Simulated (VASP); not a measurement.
Here is a VASP 6.6.1 calculation.

INCAR

```
SYSTEM = YN
  ALGO = Normal
  EDIFF = 1E-6
  ENCUT = 600
  GGA = PE
  GGA_COMPAT = .False.
  ISIF = 2
  ISMEAR = -1
  LASPH = .True.
  LCHARG = .False.
  LREAL = .False.
  LWAVE = .False.
  NBANDS = 15
  NELM = 120
  PREC = Accurate
  SIGMA = 0.03
```

File KPOINTS:

```
k-points
0
Gamma
  9 9 9
  0 0 0
```

File POSCAR:

```
YN
1.0
    0.0000000000      2.4385000000      2.4385000000
    2.4385000000      0.0000000000      2.4385000000
    2.4385000000      2.4385000000      0.0000000000
Y N
1 1
Direct
    0.0000000000      0.0000000000      0.0000000000
    0.5000000000      0.5000000000      0.5000000000
```

Potentials or basis: VASP PAW PBE potentials, release 64 (Y_sv, N).

The run is started by

```sh
$ cat potpaw_PBE.64/Y_sv/POTCAR potpaw_PBE.64/N/POTCAR > POTCAR
$ mpirun -np 1 vasp_std > vasp.out
```

Q: What does it give for the pressure?

A: 2.7 GPa.

Q: Estimate the band gap on the k mesh.

A: 0.24 eV, indirect (least direct gap 0.64 eV).

A k mesh can miss the band edges.
